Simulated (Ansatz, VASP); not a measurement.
**Sn in VASP and in Ansatz**

```
Sn
1.0
     3.35969    0.00000    0.00000
     0.00000    3.35969    0.00000
     0.00000    0.00000    4.95822
Sn
2
Direct
  0.00000 0.50000 0.25000
  0.50000 0.00000 0.75000
```

Alike in both runs: functional PBE; k mesh 16 × 16 × 12; occupations gaussian, width 0.1 eV; no spin polarisation.

Ansatz relaxed the structure, and its values are those at the end. VASP's run is a single point on that final structure, the one shown.

|  | VASP | Ansatz |
| --- | --- | --- |
| version | VASP 6.6.1 | Ansatz 0.2.0 |
| potentials or method | VASP PAW PBE potentials, release 64 (Sn_d), cutoff 520 eV | scalar-relativistic, plane waves, PAW |
| valence electrons in the cell | 28 | 28 |

```csv
,VASP,Ansatz,Ansatz less VASP
gap on the k mesh at the Fermi level (eV),none,none,-
pressure (GPa),0.0,0.0,+0.03
```

A gap of «none» marks a metal or a gap that the smearing closes.
